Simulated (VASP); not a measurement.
Write the native input for VASP 6.6.1 that does the following.

```yaml
Task: relaxation of cell and atoms
Functional: PBEsol
Potentials_or_basis: VASP PAW PBE potentials, release 64 (Al, N)
Cutoff: 600 eV
k_mesh: 8 × 8 × 6
Occupations: gaussian, width 0.01 eV
Spin: no spin polarisation
Target_pressure: 10 GPa
Dipole_correction: no
Further_INCAR_settings: ALGO = Normal; EDIFF = 1e-06; IBRION = 2; EDIFFG = -0.002; NSW = 100; ISIF = 3
```

The structure of AlN lies in POSCAR:

```
AlN
1.0
    3.1138396332      0.0000000000      0.0000000000
   -1.5569198166      2.6966642256      0.0000000000
    0.0000000000      0.0000000000      4.9828539278
Al N
2 2
Direct
    0.3333333333      0.6666666667     -0.0010087549
    0.6666666667      0.3333333333      0.4989912451
    0.3333333333      0.6666666667      0.3810087549
    0.6666666667      0.3333333333      0.8810087549
```

These files were run (other wordings do the same):

INCAR

```
ALGO = Normal ; EDIFF = 1E-6
EDIFFG = -0.002 ; ENCUT = 600
GGA = PS ; IBRION = 2
ISIF = 3 ; ISMEAR = 0
LASPH = T ; LCHARG = F
LREAL = F ; LWAVE = F
NELM = 60 ; NSW = 100
PREC = Accurate ; PSTRESS = 100.0
SIGMA = 0.01
```

KPOINTS

```
k-points
0
Gamma
  8 8 6
```

Potentials or basis: VASP PAW PBE potentials, release 64 (Al, N).

The run is started by

```console
$ cat potpaw_PBE.64/Al/POTCAR potpaw_PBE.64/N/POTCAR > POTCAR
$ mpirun -np 1 vasp_std > vasp.out
```

It gave:

* Relaxed volume: 9.99 Å³/atom
* Relaxed cell: a = 3.070 Å, b = 3.070 Å, c = 4.896 Å, α = 90.00°, β = 90.00°, γ = 120.00°
* Space group after relaxing (to 0.1 Å): P6_3mc (No. 186)
* Energy change on relaxing (the run minimises the enthalpy): +13.9 meV/atom
* Ionic steps: 9
* Pressure after relaxing: 10.0 GPa
* Band gap on the k mesh: 4.49 eV

Caveat: the cell is relaxed towards a set pressure, so the run minimises the enthalpy, not the energy; the PAW data sets were made with another functional, which shifts forces and pressure a little.

Run time: 68 s on 1 thread of Intel(R) Xeon(R) Platinum 8488C (Sapphire Rapids), with other jobs on the host, peak memory 0.18 GiB.
